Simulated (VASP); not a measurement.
A run of VASP 6.6.1 is set up as follows.

INCAR

```
SYSTEM = BN
ALGO = Normal
EDIFF = 1E-6
ENCUT = 520
GGA = PS
ISIF = 2
ISMEAR = 0
LASPH = .TRUE.
LCHARG = .FALSE.
LREAL = .FALSE.
LWAVE = .FALSE.
NBANDS = 16
NELM = 100
PREC = Accurate
SIGMA = 0.05
```

KPOINTS

```
k-points
0
G
  12 12 4
  0 0 0
```

The input POSCAR:

```
BN
1.0
    2.5099983704      0.0000000000      0.0000000000
   -1.2549991852      2.1737223522      0.0000000000
    0.0000000000      0.0000000000      6.6900000000
B N
2 2
Direct
    0.0000000000      0.0000000000      0.5000000000
    0.3333333333      0.6666666667      0.0000000000
    0.0000000000      0.0000000000      0.0000000000
    0.6666666667      0.3333333333      0.5000000000
```

Potentials or basis: VASP PAW PBE potentials, release 64 (B, N).

The run is started by

```bash
$ cat potpaw_PBE.64/B/POTCAR potpaw_PBE.64/N/POTCAR > POTCAR
$ mpirun -np 1 vasp_std > vasp.out
```

Task: Estimate the pressure.

Result: -1.1 GPa.

Task: Estimate the band gap on the k mesh.

Result: 4.26 eV, indirect (least direct gap 4.40 eV).

Stress tensor (GPa, compression positive):
```
-1.94  0.00  0.00
 0.00 -1.94  0.00
 0.00  0.00  0.49
```

Caveat: the PAW data sets were made with another functional, which shifts forces and pressure a little; this functional lacks dispersion, which binds the layers, so the pressure and a relaxed spacing across them are unreliable. A k mesh can miss the band edges.
